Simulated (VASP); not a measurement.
A run of VASP 6.6.1 is set up as follows.

File INCAR:

```
SYSTEM = TePb
  PREC = Accurate
  ENCUT = 520
  EDIFF = 1E-7
  ISMEAR = 0
  SIGMA = 0.05
  LREAL = .False.
  LASPH = .True.
  NELM = 80
  ALGO = Normal
  ISIF = 2
  LWAVE = .False.
  LCHARG = .False.
  GGA = PE
  NBANDS = 28
```

File KPOINTS:

```
regular mesh
0
Gamma
  8 8 6
  0 0 0
```

File POSCAR:

```
TePb
1.0
    4.5708116970      0.0000000000      0.0000000000
   -2.2854058485      3.9584390456      0.0000000000
    0.0000000000      0.0000000000      7.9620835827
Pb Te
2 2
Direct
    0.0000000000      0.0000000000      0.0000000000
    0.0000000000      0.0000000000      0.5000000000
    0.3333333333      0.6666666667      0.2500000000
    0.6666666667      0.3333333333      0.7500000000
```

Potentials or basis: VASP PAW PBE potentials, release 64 (Pb_d, Te).

Launch:

```bash
$ cat potpaw_PBE.64/Pb_d/POTCAR potpaw_PBE.64/Te/POTCAR > POTCAR
$ mpirun -np 1 vasp_std > vasp.out
```

Q: Predict the pressure.

A: 0.0 GPa.

Q: Predict the band gap on the k mesh.

A: 0.21 eV (least direct gap 0.22 eV).

Caveat: spin-orbit coupling is left out, which moves the levels of the heavy elements. A k mesh can miss the band edges.
